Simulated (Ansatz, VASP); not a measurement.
ZnS: VASP beside Ansatz

The input INCAR:

```
  PREC = Accurate
  ENCUT = 500
  EDIFF = 1E-7
  ISMEAR = 0
  SIGMA = 0.02
  LREAL = F
  LASPH = T
  NELM = 120
  ALGO = Normal
  ISIF = 3
  LWAVE = F
  LCHARG = F
  GGA = RP
  IBRION = 2
  NSW = 100
  EDIFFG = -0.002
  GGA_COMPAT = F
  NELMIN = 4
```

The input KPOINTS:

```
regular mesh
0
Gamma
  10 10 10
```

File POSCAR:

```
ZnS
1.0
    0.0000000000      2.6936828800      2.6936828800
    2.6936828800      0.0000000000      2.6936828800
    2.6936828800      2.6936828800      0.0000000000
Zn S
1 1
Direct
    0.0000000000      0.0000000000      0.0000000000
    0.7500000000      0.7500000000      0.7500000000
```

Input for Ansatz:

```yaml
crystal:
  lattice:
    - [0.0, 2.69368288, 2.69368288]
    - [2.69368288, 0.0, 2.69368288]
    - [2.69368288, 2.69368288, 0.0]
  atoms:
    - { symbol: Zn, position: [0.0, 0.0, 0.0] }
    - { symbol: S, position: [0.75, 0.75, 0.75] }
basis:
  ecutwfc: 420
kpoints:
  mp_grid: { grid: [10, 10, 10] }
hamiltonian:
  xc: rpbe
  pseudopotentials: { kind: paw, azcp: { folder: soft_1 } }
scf:
  occupations: { method: gaussian, width: 0.02 }
output:
  forces: true
  stress: true
  eigenvalues: true
relax:
  adjacent_minimum: "off"
  f_tol: 0.002
  max_steps: 80
  cell: { stress_tol: 0.02 }
```

Alike in both runs: task relaxation of cell and atoms; functional RPBE; k mesh 10 × 10 × 10; occupations gaussian, width 0.02 eV; no spin polarisation.

```csv
,VASP,Ansatz
version,VASP 6.6.1,Ansatz 0.2.0
potentials or method,"VASP PAW PBE potentials, release 64 (Zn, S), cutoff 500 eV","scalar-relativistic, plane waves, PAW"
valence electrons in the cell,18,18
```

```csv
,VASP,Ansatz,Ansatz less VASP
"gap on the k mesh at the Fermi level, each at its own relaxed structure (eV)",2.02,2.03,+0.004
relaxed volume (Å³/atom),20.95,20.93,-0.024
relaxed cell length with the largest relative difference (Å),3.899,3.897,-0.0015
```

VASP's potentials were made for PBE, not for RPBE.
